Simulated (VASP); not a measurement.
# TaN (P6/mmm) in VASP: single point with B3LYP

Aim: the single point of TaN with B3LYP.

All numbers are computed with VASP 6.6.1; they aren't measurements. Logs are shortened: lines on timing, memory, paths and dates and some standing lists are left out, and cuts for length are marked.

## 1. The cell of the first run

The structure is hexagonal, space group P6/mmm (No. 191). The conventional cell has a = 5.191 Å, b = 5.191 Å, c = 2.908 Å, α = 90.00°, β = 90.00°, γ = 120.00°. Ta (site symmetry -6m2) has 6 N at 2.09 Å and 5 Ta at 2.91 to 3.00 Å within 3.0 Å. Within 3.4 Å of Ta (site symmetry 6/mmm) lie 6 N at 2.60 Å and 14 Ta at 2.91 to 3.33 Å. Within 3.0 Å of N (site symmetry mmm) lie 6 Ta at 2.09 to 2.60 Å and 6 N at 2.60 to 2.91 Å.

## 2. Single point, B3LYP

Input file POSCAR:

```
TaN
1.0
    5.1910000000      0.0000000000      0.0000000000
   -2.5955000000      4.4955378710      0.0000000000
    0.0000000000      0.0000000000      2.9080000000
Ta N
3 3
Direct
    0.6666666667      0.3333333333      0.5000000000
    0.3333333333      0.6666666667      0.5000000000
    0.0000000000      0.0000000000      0.0000000000
    0.0000000000      0.5000000000      0.0000000000
    0.5000000000      0.5000000000      0.0000000000
    0.5000000000      0.0000000000      0.0000000000
```

Input file INCAR.step1:

```
  ALGO = Normal
  EDIFF = 1E-5
  ENCUT = 520
  GGA = PE
  ISIF = 2
  ISMEAR = -1
  KPAR = 2
  LASPH = T
  LCHARG = F
  LREAL = F
  LWAVE = T
  NBANDS = 33
  NELM = 60
  PREC = Accurate
  SIGMA = 0.05
```

Input file INCAR.step2:

```
  AEXX = 0.2
  AGGAC = 0.81
  AGGAX = 0.72
  ALDAC = 0.19
  ALGO = Normal
  EDIFF = 1E-6
  ENCUT = 520
  GGA = B3
  ISIF = 2
  ISMEAR = -1
  ISTART = 1
  KPAR = 2
  LASPH = T
  LCHARG = F
  LHFCALC = T
  LREAL = F
  LWAVE = F
  NBANDS = 33
  NELM = 60
  PREC = Accurate
  PRECFOCK = Fast
  SIGMA = 0.05
```

Input file KPOINTS:

```
k-points
0
Gamma
  4 4 5
```

Potentials or basis: VASP PAW PBE potentials, release 64 (Ta_pv, N).

Launch:

```bash
$ cat potpaw_PBE.64/Ta_pv/POTCAR potpaw_PBE.64/N/POTCAR > POTCAR
$ cp INCAR.step1 INCAR
$ mpirun -np 2 vasp_std > vasp.out
$ cp INCAR.step2 INCAR
$ mpirun -np 2 vasp_std > vasp.out
```

OUTCAR:

```text
AEXX = 0.2
   EDIFF = 1E-6
   ENCUT = 520
   GGA = B3
   ISIF = 2
   ISMEAR = -1
   ISTART = 1
   LASPH = T
   LHFCALC = T
   LREAL = F
   NELM = 60
   PREC = Accurate
   PRECFOCK = Fast

 ion  position               nearest neighbor table
   1  0.667  0.333  0.500-   6 2.09   6 2.09   4 2.09   4 2.09   5 2.09   5 2.09   2 3.00   2 3.00
                             2 3.00   3 3.33   3 3.33   3 3.33   3 3.33   3 3.33   3 3.33
   2  0.333  0.667  0.500-   6 2.09   6 2.09   4 2.09   4 2.09   5 2.09   5 2.09   1 3.00   1 3.00
                             1 3.00   3 3.33   3 3.33   3 3.33   3 3.33   3 3.33   3 3.33
   3  0.000  0.000  0.000-   4 2.60   5 2.60   4 2.60   5 2.60   6 2.60   6 2.60   2 3.33   2 3.33
                             1 3.33   1 3.33   2 3.33   1 3.33   2 3.33   1 3.33   2 3.33   1 3.33
   4  0.000  0.500  0.000-   1 2.09   2 2.09   1 2.09   2 2.09   3 2.60   3 2.60
   5  0.500  0.500  0.000-   1 2.09   2 2.09   1 2.09   2 2.09   3 2.60   3 2.60
   6  0.500  0.000  0.000-   1 2.09   2 2.09   1 2.09   2 2.09   3 2.60   3 2.60

  LATTYP: Found a hexagonal cell.
 ALAT       =     5.1910000000
 C/A-ratio  =     0.5602003468

  Lattice vectors:

 A1 = (   5.1910000000,   0.0000000000,   0.0000000000)
 A2 = (  -2.5955000000,   4.4955378710,   0.0000000000)
 A3 = (   0.0000000000,   0.0000000000,   2.9080000000)

Analysis of symmetry for initial positions (statically):
=====================================================================
 Subroutine PRICEL returns:
 Original cell was already a primitive cell.

 Routine SETGRP: Setting up the symmetry group for a
 hexagonal supercell.

 Subroutine GETGRP returns: Found 24 space group operations
 (whereof 24 operations were pure point group operations)
 out of a pool of 24 trial point group operations.

The static configuration has the point symmetry D_6h.

Analysis of symmetry for dynamics (positions and initial velocities):
=====================================================================
 Subroutine PRICEL returns:
 Original cell was already a primitive cell.

 Routine SETGRP: Setting up the symmetry group for a
 hexagonal supercell.

 Subroutine GETGRP returns: Found 24 space group operations
 (whereof 24 operations were pure point group operations)
 out of a pool of 24 trial point group operations.

The dynamic configuration has the point symmetry D_6h.

 Subroutine INISYM returns: Found 24 space group operations
 (whereof 24 operations are pure point group operations),
 and found     1 'primitive' translations

----------------------------------------------------------------------------------------

                                     Primitive cell

  volume of cell :      67.8621

  direct lattice vectors                    reciprocal lattice vectors
     5.191000000  0.000000000  0.000000000     0.192641110  0.111221396  0.000000000
    -2.595500000  4.495537871  0.000000000     0.000000000  0.222442793  0.000000000
     0.000000000  0.000000000  2.908000000     0.000000000  0.000000000  0.343878955

  length of vectors
     5.191000000  5.191000000  2.908000000     0.222442793  0.222442793  0.343878955

  position of ions in fractional coordinates (direct lattice)
     0.666666667  0.333333333  0.500000000
     0.333333333  0.666666667  0.500000000
     0.000000000  0.000000000  0.000000000
     1.000000000  0.500000000  0.000000000
     0.500000000  0.500000000  0.000000000
     0.500000000  0.000000000  0.000000000

  ion indices of the primitive-cell ions
   primitive index   ion index
                 1           1
                 2           2
                 3           3
                 4           4
                 5           5
                 6           6

----------------------------------------------------------------------------------------

 KPOINTS: k-points

Automatic generation of k-mesh.
 Grid dimensions read from file:
 generate k-points for:    4    4    5

 Generating k-lattice:

  Cartesian coordinates                     Fractional coordinates (reciprocal lattice)
     0.048160277  0.027805349  0.000000000     0.250000000 -0.000000000  0.000000000
     0.000000000  0.055610698  0.000000000     0.000000000  0.250000000  0.000000000
     0.000000000  0.000000000  0.068775791     0.000000000  0.000000000  0.200000000

  Length of vectors
     0.055610698  0.055610698  0.068775791

  Shift w.r.t. Gamma in fractional coordinates (k-lattice)
     0.000000000  0.000000000  0.000000000

 Subroutine IBZKPT returns following result:
 ===========================================

 Found     12 irreducible k-points:

 Following reciprocal coordinates:
            Coordinates               Weight
  0.000000  0.000000  0.000000      1.000000
  0.250000  0.000000  0.000000      6.000000
  0.500000  0.000000  0.000000      3.000000
  0.250000  0.250000  0.000000      6.000000
  0.000000  0.000000  0.200000      2.000000
  0.250000  0.000000  0.200000     12.000000
  0.500000  0.000000  0.200000      6.000000
  0.250000  0.250000  0.200000     12.000000
  0.000000  0.000000  0.400000      2.000000
  0.250000  0.000000  0.400000     12.000000
  0.500000  0.000000  0.400000      6.000000
  0.250000  0.250000  0.400000     12.000000
   k-points           NKPTS =     12   k-points in BZ     NKDIM =     80   number of bands    NBANDS=     33
   number of dos      NEDOS =    301   number of ions     NIONS =      6
   total plane-waves  NPLWV =  38400
   dimension x,y,z NGX =    40 NGY =   40 NGZ =   24
   dimension x,y,z NGXF=    80 NGYF=   80 NGZF=   48
   ions per type =               3   3
   NGX,Y,Z   is equivalent  to a cutoff of  12.81, 12.81, 13.72 a.u.
   NGXF,Y,Z  is equivalent  to a cutoff of  25.62, 25.62, 27.44 a.u.
 SYSTEM =  unknown system
   PREC   = accura    normal or accurate (medium, high low for compatibility)
   ISTART =      1    job   : 0-new  1-cont  2-samecut
   ICHARG =      0    charge: 1-file 2-atom 10-const
   ISPIN  =      1    spin polarized calculation?
   LNONCOLLINEAR =      F non collinear calculations
   LSORBIT =      F    spin-orbit coupling
   LASPH  =      T    aspherical Exc in radial PAW
   ENCUT  =  520.0 eV  38.22 Ry    6.18 a.u.   9.65  9.65  5.41*2*pi/ulx,y,z
   NELM   =     60;   NELMIN=  2; NELMDL=  0     # of ELM steps
   EDIFF  = 0.1E-05   stopping-criterion for ELM
   LREAL  =      F    real-space projection
   EDIFFG = 0.1E-04   stopping-criterion for IOM
   NSW    =      0    number of steps for IOM
   IBRION =     -1    ionic relax: 0-MD 1-quasi-New 2-CG
   NFREE  =      0    steps in history (QN), initial steepest desc. (CG)
   ISIF   =      2    stress and relaxation
   ISYM   =      3    0-nonsym 1-usesym 2-fastsym
   POTIM  = 0.5000    time-step for ionic-motion
   TEBEG  =    0.0;   TEEND  =   0.0 temperature during run
   PSTRESS=    0.0 pullay stress
   NELECT =      48.0000    total number of electrons
   NUPDOWN=      -1.0000    fix difference up-down
   EMIN   =  10.00;   EMAX   =-10.00  energy-range for DOS
   EFERMI =   0.00;   METHOD = LEGACY
   ISMEAR =    -1;   SIGMA  =   0.05  broadening in eV -4-tet -1-fermi 0-gaus
   EFERMI_NEDOS =   21; number of points for ismear=-14 and -15
   IALGO  =     38    algorithm
   IMIX   =      1    mixing-type and parameters
     AMIX     =   0.40;   BMIX     =  1.00
     AMIX_MAG =   1.60;   BMIX_MAG =  1.00
  volume/ion in A,a.u.               =      11.31        76.33
  Fermi-wavevector in a.u.,A,eV,Ry     =   1.458634  2.756418 28.947918  2.127612
  Thomas-Fermi vector in A             =   2.575295
   LORBIT       =      0    0 simple, 1 ext, 2 COOP (PROOUT), +10 PAW based schemes
   GGA     = B3    functional components
   LHFCALC =     T    Hartree Fock is set to
   PRECFOCK=fast      Normal, Fast or Accurate (Low or Medium for compatibility)
   ENCUT4O =  -1.0   cutoff for four orbital integrals eV
   NKREDX  =     1    reduce k-point grid by
   NKREDY  =     1    reduce k-point grid by
   NKREDZ  =     1    reduce k-point grid by
   AEXX    =    0.2000 exact exchange contribution
   HFSCREEN=    0.0000 screening length (either q_TF or 0.3 A-1)
   HFSCREENC=   0.0000 screening length for correlation (either q_TF or 0.3 A-1)
   ENCUTFOCK=  -1.0 apply spherical cutoff to Coloumb kernel
   IVDW    =     0    specifies the selected vdW correction
   LEPSILON=     F    determine dielectric tensor
   LRPA    =     F    only Hartree local field effects (RPA)
 non-spin polarized calculation
  energy-cutoff  :      520.00
  volume of cell :       67.86
 maximum number of plane-waves:      1840
 NGX is ok and might be reduce to    40
  NGX = 24; NGY = 24; NGZ = 12

 number of electron      47.9999998 magnetization

 Free energy of the ion-electron system (eV)
  ---------------------------------------------------
  ext. energy  EPLUGINS =         0.00000000
  ---------------------------------------------------
  free energy    TOTEN  =       -72.68434627 eV

  energy without entropy =      -72.67935674  energy(sigma->0) =      -72.68185151

 E-fermi :   8.2026     XC(G=0): -10.3528

 val. band max:        8.0781220954   @ k =   0.2500   0.0000   0.2000
 cond. band min:       8.4877078380   @ k =   0.0000   0.0000   0.2000
 fundamental gap:      0.4095857426
 Fermi energy:         8.2025965279

 k-point     1 :       0.0000    0.0000    0.0000
  band No.  band energies     occupation
      1     -30.2513      2.00000
      2     -30.2513      2.00000
      3     -29.8033      2.00000
      4     -29.8033      2.00000
      5     -29.5835      2.00000
      6     -29.4228      2.00000
[... 25 lines left out ...]
     32      12.4093      0.00000
     33      12.4093      0.00000

 k-point     2 :       0.2500    0.0000    0.0000
  band No.  band energies     occupation
      1     -30.2930      2.00000
      2     -30.2159      2.00000
      3     -29.8073      2.00000
      4     -29.7517      2.00000
      5     -29.5621      2.00000
      6     -29.4428      2.00000
[... 25 lines left out ...]
     32      12.6605      0.00000
     33      12.8158      0.00000
[... 322 lines left out ...]
     32      13.2111      0.00000
     33      14.9237      0.00000

 k-point    12 :       0.2500    0.2500    0.4000
  band No.  band energies     occupation
      1     -30.4458      2.00000
      2     -30.3556      2.00000
      3     -30.1445      2.00000
      4     -29.9515      2.00000
      5     -29.7788      2.00000
      6     -29.5788      2.00000
[... 25 lines left out ...]
     32      13.0146      0.00000
     33      14.8441      0.00000

------------------------ aborting loop because EDIFF is reached ----------------------------------------

  FORCE on cell =-STRESS in cart. coord.  units (eV):
  Direction    XX          YY          ZZ          XY          YZ          ZX
  --------------------------------------------------------------------------------------
  -------------------------------------------------------------------------------------
  Total        5.7103967      5.7103967      4.8689750      0.0000000     -0.0000000      0.0000000
  in kB      134.8185870    134.8185870    114.9531924      0.0000000     -0.0000000      0.0000000
  external PRESSURE =     128.1967888 kB  Pullay stress =       0.0000000 kB

 VOLUME and BASIS-vectors are now :
 -----------------------------------------------------------------------------
  energy-cutoff  :      520.00
  volume of cell :       67.86
      direct lattice vectors                 reciprocal lattice vectors
     5.191000000  0.000000000  0.000000000     0.192641110  0.111221396  0.000000000
    -2.595500000  4.495537871  0.000000000     0.000000000  0.222442793  0.000000000
     0.000000000  0.000000000  2.908000000     0.000000000  0.000000000  0.343878955

 POSITION                                       TOTAL-FORCE (eV/Angst)
 -----------------------------------------------------------------------------------
      2.59550      1.49851      1.45400        -0.000000      0.000000      0.000000
     -0.00000      2.99703      1.45400         0.000000     -0.000000      0.000000
      0.00000      0.00000      0.00000        -0.000000      0.000000      0.000000
     -1.29775      2.24777      0.00000        -0.000000      0.000000      0.000000
      1.29775      2.24777      0.00000        -0.000000      0.000000      0.000000
      2.59550      0.00000      0.00000        -0.000000      0.000000      0.000000
 -----------------------------------------------------------------------------------
    total drift:                               -0.000000     -0.000000     -0.000000

  FREE ENERGIE OF THE ION-ELECTRON SYSTEM (eV)
  ---------------------------------------------------
  free  energy   TOTEN  =       -72.6843462732 eV

  energy  without entropy=      -72.6793567398  energy(sigma->0) =      -72.68185151
```

Wall time 24 min (2 MPI ranks of Intel Xeon Platinum 8488C (Sapphire Rapids), shared host); peak memory 0.2 GiB.

Results:

```
Free energy            : -72.6843 eV
Pressure               : 12.8 GPa
Band gap on the k mesh : zero (bands 24 and 25 overlap by 2.26 eV)
```

Caveat: the k points lie up to 0.43 Å⁻¹ apart, too coarse for converged energies and pressures of a metal; the PAW data sets were made with another functional, which shifts forces and pressure a little; spin-orbit coupling is left out, which moves the levels of the heavy elements.

The gap in the log of VASP goes by the Fermi energy; the results here count the filled bands.